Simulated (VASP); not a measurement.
A run of VASP 6.6.1:

The input INCAR:

```
SYSTEM = PbO2
  PREC = Accurate
  ENCUT = 520
  EDIFF = 1E-6
  ISMEAR = 0
  SIGMA = 0.1
  LREAL = .FALSE.
  LASPH = .TRUE.
  NELM = 60
  ALGO = Normal
  ISIF = 2
  LWAVE = .FALSE.
  LCHARG = .FALSE.
  GGA = PE
  NBANDS = 35
```

The input KPOINTS:

```
Automatic mesh
0
G
  8 8 10
  0 0 0
```

POSCAR

```
PbO2
1.0
    4.7898514148      0.0000000000      0.0000000000
    0.0000000000      4.7898514148      0.0000000000
    0.0000000000      0.0000000000      3.4105401774
Pb O
2 4
Direct
    0.0000000000      0.0000000000      0.0000000000
    0.5000000000      0.5000000000      0.5000000000
    0.3071471735      0.3071471735      0.0000000000
    0.1928528265      0.8071471735      0.5000000000
    0.6928528265      0.6928528265      0.0000000000
    0.8071471735      0.1928528265      0.5000000000
```

Potentials or basis: VASP PAW PBE potentials, release 64 (Pb_d, O).

Launch:

```bash
$ cat potpaw_PBE.64/Pb_d/POTCAR potpaw_PBE.64/O/POTCAR > POTCAR
$ mpirun -np 1 vasp_std > vasp.out
```

Hardware: 1 thread of Intel(R) Xeon(R) Platinum 8488C (Sapphire Rapids), on a shared host.

Task: Estimate the wall time of this run.

Result: Wall time 120 s on 1 thread of Intel(R) Xeon(R) Platinum 8488C (Sapphire Rapids), with other jobs on the host, peak memory 0.31 GiB. Counts: scf iterations 14, k points 90.
